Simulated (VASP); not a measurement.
# Be (P6_3/mmc) in VASP: settings compared

The runs below take Be through electric field gradients, with LDA, PBEsol, PBE.

Program: VASP 6.6.1. These are calculated values, not measurements. Logs are shortened: lines on timing, memory, paths and dates and some standing lists are left out, and cuts for length are marked.

### 1 The cell of the first run

It takes space group P6_3/mmc (No. 194, hexagonal). The conventional cell has a = 2.268 Å, b = 2.268 Å, c = 3.552 Å, α = 90.00°, β = 90.00°, γ = 120.00°. Within 2.9 Å of Be (site symmetry -6m2) lie 12 Be at 2.21 to 2.27 Å.

### 2 Electric field gradients, LDA (7.91 Å³/atom)

INCAR reads:

```
SYSTEM = Be
  ALGO = Normal
  EDIFF = 1E-8
  ENCUT = 520
  GGA = CA
  GGA_COMPAT = .False.
  ISIF = 2
  ISMEAR = -1
  LASPH = .True.
  LCHARG = .False.
  LEFG = .True.
  LREAL = .False.
  LWAVE = .False.
  NBANDS = 9
  NELM = 120
  PREC = Accurate
  SIGMA = 0.05
```

KPOINTS reads:

```
k-points
0
Gamma
  20 20 11
  0 0 0
```

POSCAR reads:

```
Be
1.0
    2.2684238240      0.0000000000      0.0000000000
   -1.1342119121      1.9645126582      0.0000000000
    0.0000000000      0.0000000000      3.5522332234
Be
2
Direct
    0.3333333333      0.6666666667      0.2500000000
    0.6666666667      0.3333333333      0.7500000000
```

Potentials or basis: VASP PAW LDA potentials, release 64 (Be).

Launch:

```bash
cat potpaw_LDA.64/Be/POTCAR > POTCAR
mpirun -np 1 vasp_std > vasp.out
```

OUTCAR:

```text
SYSTEM = Be
   EDIFF = 1E-8
   ENCUT = 520
   GGA = CA
   ISIF = 2
   ISMEAR = -1
   LASPH = .True.
   LREAL = .False.
   NELM = 120
   PREC = Accurate

 ion  position               nearest neighbor table
   1  0.333  0.667  0.250-   2 2.21   2 2.21   2 2.21   2 2.21   2 2.21   2 2.21
   2  0.667  0.333  0.750-   1 2.21   1 2.21   1 2.21   1 2.21   1 2.21   1 2.21

  LATTYP: Found a hexagonal cell.
 ALAT       =     2.2684238240
 C/A-ratio  =     1.5659477677

  Lattice vectors:

 A1 = (   2.2684238240,   0.0000000000,   0.0000000000)
 A2 = (  -1.1342119121,   1.9645126582,   0.0000000000)
 A3 = (   0.0000000000,   0.0000000000,   3.5522332234)

Analysis of symmetry for initial positions (statically):
=====================================================================
 Subroutine PRICEL returns:
 Original cell was already a primitive cell.

 Routine SETGRP: Setting up the symmetry group for a
 hexagonal supercell.

 Subroutine GETGRP returns: Found 24 space group operations
 (whereof 12 operations were pure point group operations)
 out of a pool of 24 trial point group operations.

The static configuration has the point symmetry D_3d.
 The point group associated with its full space group is D_6h.

Analysis of symmetry for dynamics (positions and initial velocities):
=====================================================================
 Subroutine PRICEL returns:
 Original cell was already a primitive cell.

 Routine SETGRP: Setting up the symmetry group for a
 hexagonal supercell.

 Subroutine GETGRP returns: Found 24 space group operations
 (whereof 12 operations were pure point group operations)
 out of a pool of 24 trial point group operations.

The dynamic configuration has the point symmetry D_3d.
 The point group associated with its full space group is D_6h.

 Subroutine INISYM returns: Found 24 space group operations
 (whereof 12 operations are pure point group operations),
 and found     1 'primitive' translations

----------------------------------------------------------------------------------------

                                     Primitive cell

  volume of cell :      15.8300

  direct lattice vectors                    reciprocal lattice vectors
     2.268423824  0.000000000  0.000000000     0.440834728  0.254516049  0.000000000
    -1.134211912  1.964512658  0.000000000     0.000000000  0.509032098  0.000000000
     0.000000000  0.000000000  3.552233223     0.000000000  0.000000000  0.281513047

  length of vectors
     2.268423824  2.268423824  3.552233223     0.509032098  0.509032098  0.281513047

  position of ions in fractional coordinates (direct lattice)
     0.333333333  0.666666667  0.250000000
     0.666666667  0.333333333  0.750000000

  ion indices of the primitive-cell ions
   primitive index   ion index
                 1           1
                 2           2

----------------------------------------------------------------------------------------

 KPOINTS: k-points

Automatic generation of k-mesh.
 Grid dimensions read from file:
 generate k-points for:   20   20   11

 Generating k-lattice:

  Cartesian coordinates                     Fractional coordinates (reciprocal lattice)
     0.022041736  0.012725802  0.000000000     0.050000000  0.000000000  0.000000000
     0.000000000  0.025451605  0.000000000     0.000000000  0.050000000  0.000000000
     0.000000000  0.000000000  0.025592095     0.000000000  0.000000000  0.090909091

  Length of vectors
     0.025451605  0.025451605  0.025592095

  Shift w.r.t. Gamma in fractional coordinates (k-lattice)
     0.000000000  0.000000000  0.000000000

 Subroutine IBZKPT returns following result:
 ===========================================

 Found    264 irreducible k-points:

 Following reciprocal coordinates:
            Coordinates               Weight
  0.000000  0.000000  0.000000      1.000000
  0.050000  0.000000  0.000000      6.000000
  0.100000  0.000000  0.000000      6.000000
  0.150000 -0.000000  0.000000      6.000000
  0.200000  0.000000  0.000000      6.000000
  0.250000 -0.000000  0.000000      6.000000
[... 16 lines left out ...]
  0.200000  0.100000  0.000000     12.000000
  0.250000  0.100000  0.000000     12.000000
 [... further k-points ...]
   k-points           NKPTS =    264   k-points in BZ     NKDIM =    264   number of bands    NBANDS=      9
   number of dos      NEDOS =    301   number of ions     NIONS =      2
   total plane-waves  NPLWV =   9072
   dimension x,y,z NGX =    18 NGY =   18 NGZ =   28
   dimension x,y,z NGXF=    36 NGYF=   36 NGZF=   56
   ions per type =               2
   NGX,Y,Z   is equivalent  to a cutoff of  13.19, 13.19, 13.10 a.u.
   NGXF,Y,Z  is equivalent  to a cutoff of  26.38, 26.38, 26.21 a.u.
 SYSTEM =  Be
   PREC   = accura    normal or accurate (medium, high low for compatibility)
   ISTART =      0    job   : 0-new  1-cont  2-samecut
   ICHARG =      2    charge: 1-file 2-atom 10-const
   ISPIN  =      1    spin polarized calculation?
   LNONCOLLINEAR =      F non collinear calculations
   LSORBIT =      F    spin-orbit coupling
   LASPH  =      T    aspherical Exc in radial PAW
   ENCUT  =  520.0 eV  38.22 Ry    6.18 a.u.   4.22  4.22  6.60*2*pi/ulx,y,z
   NELM   =    120;   NELMIN=  2; NELMDL= -5     # of ELM steps
   EDIFF  = 0.1E-07   stopping-criterion for ELM
   LREAL  =      F    real-space projection
   EDIFFG = 0.1E-06   stopping-criterion for IOM
   NSW    =      0    number of steps for IOM
   IBRION =     -1    ionic relax: 0-MD 1-quasi-New 2-CG
   NFREE  =      0    steps in history (QN), initial steepest desc. (CG)
   ISIF   =      2    stress and relaxation
   ISYM   =      2    0-nonsym 1-usesym 2-fastsym
   POTIM  = 0.5000    time-step for ionic-motion
   TEBEG  =    0.0;   TEEND  =   0.0 temperature during run
   PSTRESS=    0.0 pullay stress
   NELECT =       4.0000    total number of electrons
   NUPDOWN=      -1.0000    fix difference up-down
   EMIN   =  10.00;   EMAX   =-10.00  energy-range for DOS
   EFERMI =   0.00;   METHOD = LEGACY
   ISMEAR =    -1;   SIGMA  =   0.05  broadening in eV -4-tet -1-fermi 0-gaus
   EFERMI_NEDOS =   21; number of points for ismear=-14 and -15
   IALGO  =     38    algorithm
   IMIX   =      4    mixing-type and parameters
     AMIX     =   0.40;   BMIX     =  1.00
     AMIX_MAG =   1.60;   BMIX_MAG =  1.00
  volume/ion in A,a.u.               =       7.91        53.41
  Fermi-wavevector in a.u.,A,eV,Ry     =   1.034986  1.955841 14.574519  1.071197
  Thomas-Fermi vector in A             =   2.169308
   LORBIT       =      0    0 simple, 1 ext, 2 COOP (PROOUT), +10 PAW based schemes
   GGA     = CA    functional components
   LHFCALC =     F    Hartree Fock is set to
   AEXX    =    0.0000 exact exchange contribution
   IVDW    =     0    specifies the selected vdW correction
   LEPSILON=     F    determine dielectric tensor
   LRPA    =     F    only Hartree local field effects (RPA)
 non-spin polarized calculation
  energy-cutoff  :      520.00
  volume of cell :       15.83
 maximum number of plane-waves:       440
 NGX is ok and might be reduce to    18
   NGX =  9   NGY =  9   NGZ = 13

 number of electron       4.0000000 magnetization

 Free energy of the ion-electron system (eV)
  ---------------------------------------------------
  ext. energy  EPLUGINS =         0.00000000
  ---------------------------------------------------
  free energy    TOTEN  =        -8.40838371 eV

  energy without entropy =       -8.40749290  energy(sigma->0) =       -8.40793830

 E-fermi :   6.6716     XC(G=0): -10.6174

 val. band max:        6.6682433982   @ k =   0.3000   0.2000   0.0000
 cond. band min:       6.7079417031   @ k =   0.3000   0.3000   0.2727
 fundamental gap:      0.0396983049
 Fermi energy:         6.6716216853

 k-point     1 :       0.0000    0.0000    0.0000
  band No.  band energies     occupation
      1      -4.4326      2.00000
      2       2.3797      2.00000
      3       8.0804      0.00000
      4      22.3709      0.00000
      5      22.3709      0.00000
      6      25.2314      0.00000
      7      25.2314      0.00000
      8      27.4119      0.00000
      9      33.8978      0.00000
[... 265 lines left out ...]
 k-point    24 :       0.2500    0.1000    0.0000
  band No.  band energies     occupation
      1      -1.6791      2.00000
      2       5.9864      2.00000
      3       7.9362      0.00000
      4      13.0747      0.00000
      5      16.0085      0.00000
      6      20.3753      0.00000
      7      22.0130      0.00000
      8      23.8530      0.00000
      9      27.8130      0.00000

 [... further k-points ...]

------------------------ aborting loop because EDIFF is reached ----------------------------------------

  FORCE on cell =-STRESS in cart. coord.  units (eV):
  Direction    XX          YY          ZZ          XY          YZ          ZX
  --------------------------------------------------------------------------------------
  -------------------------------------------------------------------------------------
  Total       -0.5374176     -0.5374176     -0.4850623      0.0000000      0.0000000      0.0000000
  in kB      -54.3928692    -54.3928692    -49.0939036      0.0000000      0.0000000      0.0000000
  external PRESSURE =     -52.6265473 kB  Pullay stress =       0.0000000 kB

 VOLUME and BASIS-vectors are now :
 -----------------------------------------------------------------------------
  energy-cutoff  :      520.00
  volume of cell :       15.83
      direct lattice vectors                 reciprocal lattice vectors
     2.268423824  0.000000000  0.000000000     0.440834728  0.254516049  0.000000000
    -1.134211912  1.964512658  0.000000000     0.000000000  0.509032098  0.000000000
     0.000000000  0.000000000  3.552233223     0.000000000  0.000000000  0.281513047

 POSITION                                       TOTAL-FORCE (eV/Angst)
 -----------------------------------------------------------------------------------
     -0.00000      1.30968      0.88806         0.000000      0.000000      0.000000
      1.13421      0.65484      2.66417        -0.000000     -0.000000      0.000000
 -----------------------------------------------------------------------------------
    total drift:                                0.000000     -0.000000      0.000000

  FREE ENERGIE OF THE ION-ELECTRON SYSTEM (eV)
  ---------------------------------------------------
  free  energy   TOTEN  =        -8.4083837121 eV

  energy  without entropy=       -8.4074928973  energy(sigma->0) =       -8.40793830

 Electric field gradients (V/A^2)
---------------------------------------------------------------------
 ion       V_xx      V_yy      V_zz      V_xy      V_xz      V_yz
---------------------------------------------------------------------
   1       0.311     0.311    -0.622    -0.000     0.000    -0.000
   2       0.311     0.311    -0.622    -0.000    -0.000     0.000
---------------------------------------------------------------------

 Electric field gradients after diagonalization (V/A^2)
 (convention: |V_zz| > |V_xx| > |V_yy|)
----------------------------------------------------------------------
 ion       V_xx      V_yy      V_zz     asymmetry (V_yy - V_xx)/ V_zz
----------------------------------------------------------------------
   1       0.311     0.311    -0.622       0.000
   2       0.311     0.311    -0.622       0.000
----------------------------------------------------------------------

           NMR quadrupolar parameters

 Cq : quadrupolar parameter    Cq=e*Q*V_zz/h
 eta: asymmetry parameters     (V_yy - V_xx)/ V_zz
 Q  : nuclear electric quadrupole moment in mb (millibarn)
----------------------------------------------------------------------
 ion       Cq(MHz)       eta       Q (mb)
----------------------------------------------------------------------
   1      -0.002       0.000       1.000
   2      -0.002       0.000       1.000
----------------------------------------------------------------------
```

Wall time 33 s (1 thread of Intel Xeon 8259CL, shared host); peak memory 0.14 GiB.

What came out:

```yaml
Free_energy: -8.4084 eV
Pressure: -5.3 GPa
Band_gap_on_the_k_mesh: zero (bands 2 and 3 overlap by 1.42 eV)
Largest_electric_field_gradient_by_atom: Be -0.6 V/Å²
```

Levels at points of the mesh, in eV from the Fermi level:
```csv
k point,band 1,band 2,band 3,band 4,band 5,band 6
"(0.00, 0.00, 0.00)",-11.10,-4.29,1.41,15.70,15.70,18.56
"(0.50, 0.00, 0.00)",-4.90,-3.01,3.67,6.61,6.90,9.26
```

Electric field gradients, principal values (V/Å²):
```
atom  least  middle  greatest (by size)
1 Be  0.311   0.311              -0.622
2 Be  0.311   0.311              -0.622
```

Caveat: the cell stands under tension; without QUAD_EFG the Cq values of the log hold for a quadrupole moment of 1 mb, not for the nuclei.

### 3 Electric field gradients, PBEsol (8.57 Å³/atom)

This run uses another cell than the first one, of 8.57 Å³/atom.

Edit INCAR of step 2 so:

```diff
@@ -4,3 +4,3 @@
   ENCUT = 520
-  GGA = CA
+  GGA = PS
   GGA_COMPAT = .False.
```

KPOINTS is that of step 2.

POSCAR reads:

```
Be
1.0
    2.3297620601      0.0000000000      0.0000000000
   -1.1648810301      2.0176331288      0.0000000000
    0.0000000000      0.0000000000      3.6482856972
Be
2
Direct
    0.3333333333      0.6666666667      0.2500000000
    0.6666666667      0.3333333333      0.7500000000
```

Potentials or basis: VASP PAW PBE potentials, release 64 (Be).

Launch:

```bash
cat potpaw_PBE.64/Be/POTCAR > POTCAR
mpirun -np 1 vasp_std > vasp.out
```

OUTCAR:

```text
SYSTEM = Be
   EDIFF = 1E-8
   ENCUT = 520
   GGA = PS
   ISIF = 2
   ISMEAR = -1
   LASPH = .True.
   LREAL = .False.
   NELM = 120
   PREC = Accurate

 ion  position               nearest neighbor table
   1  0.333  0.667  0.250-   2 2.27   2 2.27   2 2.27   2 2.27   2 2.27   2 2.27
   2  0.667  0.333  0.750-   1 2.27   1 2.27   1 2.27   1 2.27   1 2.27   1 2.27

  LATTYP: Found a hexagonal cell.
 ALAT       =     2.3297620601
 C/A-ratio  =     1.5659477677

  Lattice vectors:

 A1 = (   2.3297620601,   0.0000000000,   0.0000000000)
 A2 = (  -1.1648810301,   2.0176331288,   0.0000000000)
 A3 = (   0.0000000000,   0.0000000000,   3.6482856972)

Analysis of symmetry for initial positions (statically):
=====================================================================
 Subroutine PRICEL returns:
 Original cell was already a primitive cell.

 Routine SETGRP: Setting up the symmetry group for a
 hexagonal supercell.
[... 479 lines left out ...]
  volume of cell :       17.15
      direct lattice vectors                 reciprocal lattice vectors
     2.329762060  0.000000000  0.000000000     0.429228382  0.247815122  0.000000000
    -1.164881030  2.017633129  0.000000000     0.000000000  0.495630244  0.000000000
     0.000000000  0.000000000  3.648285697     0.000000000  0.000000000  0.274101340

 POSITION                                       TOTAL-FORCE (eV/Angst)
 -----------------------------------------------------------------------------------
     -0.00000      1.34509      0.91207        -0.000000      0.000000      0.000000
      1.16488      0.67254      2.73621         0.000000     -0.000000      0.000000
 -----------------------------------------------------------------------------------
    total drift:                                0.000000     -0.000000      0.000000

  FREE ENERGIE OF THE ION-ELECTRON SYSTEM (eV)
  ---------------------------------------------------
  free  energy   TOTEN  =        -7.9532223059 eV

  energy  without entropy=       -7.9523081215  energy(sigma->0) =       -7.95276521

 Electric field gradients (V/A^2)
---------------------------------------------------------------------
 ion       V_xx      V_yy      V_zz      V_xy      V_xz      V_yz
---------------------------------------------------------------------
   1       0.293     0.293    -0.586    -0.000     0.000    -0.000
   2       0.293     0.293    -0.586    -0.000    -0.000     0.000
---------------------------------------------------------------------

 Electric field gradients after diagonalization (V/A^2)
 (convention: |V_zz| > |V_xx| > |V_yy|)
----------------------------------------------------------------------
 ion       V_xx      V_yy      V_zz     asymmetry (V_yy - V_xx)/ V_zz
----------------------------------------------------------------------
   1       0.293     0.293    -0.586       0.000
   2       0.293     0.293    -0.586       0.000
----------------------------------------------------------------------

           NMR quadrupolar parameters

 Cq : quadrupolar parameter    Cq=e*Q*V_zz/h
 eta: asymmetry parameters     (V_yy - V_xx)/ V_zz
 Q  : nuclear electric quadrupole moment in mb (millibarn)
----------------------------------------------------------------------
 ion       Cq(MHz)       eta       Q (mb)
----------------------------------------------------------------------
   1      -0.001       0.000       1.000
   2      -0.001       0.000       1.000
----------------------------------------------------------------------
```

OSZICAR:

```text
N       E                     dE             d eps       ncg     rms          rms(c)
DAV:   1    -0.355584234445E+01   -0.35558E+01   -0.16748E+03  4824   0.355E+02
DAV:   2    -0.792443676249E+01   -0.43686E+01   -0.42903E+01  7199   0.516E+01
DAV:   3    -0.798058718818E+01   -0.56150E-01   -0.55953E-01  5491   0.380E+00
DAV:   4    -0.798067463347E+01   -0.87445E-04   -0.87441E-04  5821   0.162E-01
DAV:   5    -0.798067468480E+01   -0.51328E-07   -0.50505E-07  5294   0.382E-03    0.116E+00
DAV:   6    -0.796170282371E+01    0.18972E-01   -0.16476E-03  5144   0.353E-01    0.701E-01
DAV:   7    -0.795322223473E+01    0.84806E-02   -0.26210E-03  5126   0.377E-01    0.108E-02
DAV:   8    -0.795322176829E+01    0.46644E-06   -0.15016E-05  5314   0.255E-02    0.465E-03
DAV:   9    -0.795322238763E+01   -0.61935E-06   -0.34526E-07  5330   0.417E-03    0.522E-04
DAV:  10    -0.795322233393E+01    0.53700E-07   -0.10550E-09  4844   0.210E-04    0.173E-04
DAV:  11    -0.795322230729E+01    0.26645E-07   -0.11345E-10  2833   0.707E-05    0.828E-06
DAV:  12    -0.795322230587E+01    0.14163E-08   -0.34384E-12  2716   0.167E-05
   1 F= -.79532223E+01 E0= -.79527652E+01  d E =-.914184E-03
```

stdout:

```text
POSCAR found type information on POSCAR Be
 POSCAR found :  1 types and       2 ions
 scaLAPACK will be used
 -----------------------------------------------------------------------------
|                                                                             |
|                                                                             |
|     You enforced a specific xc type in the INCAR file but a different       |
|     I HOPE YOU KNOW WHAT YOU ARE DOING!                                     |
|                                                                             |
 -----------------------------------------------------------------------------

 LDA part: xc-table for (Slater+PW92), standard interpolation
 POSCAR, INCAR and KPOINTS ok, starting setup
 FFT: planning ... GRIDC
 FFT: planning ... GRID_SOFT
 FFT: planning ... GRID
 WAVECAR not read
 entering main loop
ion   1

ion   2
```

Wall time 30 s (1 thread of Intel Xeon 8259CL, shared host); peak memory 0.15 GiB.

What came out:

* Free energy: -7.9532 eV
* Pressure: -9.3 GPa
* Band gap on the k mesh: zero (bands 2 and 3 overlap by 1.36 eV)
* Largest electric field gradient by atom: Be -0.6 V/Å²

Levels at points of the mesh, in eV from the Fermi level:
```
           k point  band 1  band 2  band 3  band 4  band 5  band 6  band 7
(0.00, 0.00, 0.00)  -10.83   -4.05    1.03   14.98   14.98   17.69   17.69
(0.50, 0.00, 0.00)   -4.68   -3.00    3.52    6.29    6.36    8.84    9.58
```

Electric field gradients, principal values (V/Å²):
```
atom  least  middle  greatest (by size)
1 Be  0.293   0.293              -0.586
2 Be  0.293   0.293              -0.586
```

Caveat: the cell stands under tension; without QUAD_EFG the Cq values of the log hold for a quadrupole moment of 1 mb, not for the nuclei; the PAW data sets were made with another functional, which shifts forces and pressure a little.

[end of part 1 of 3]
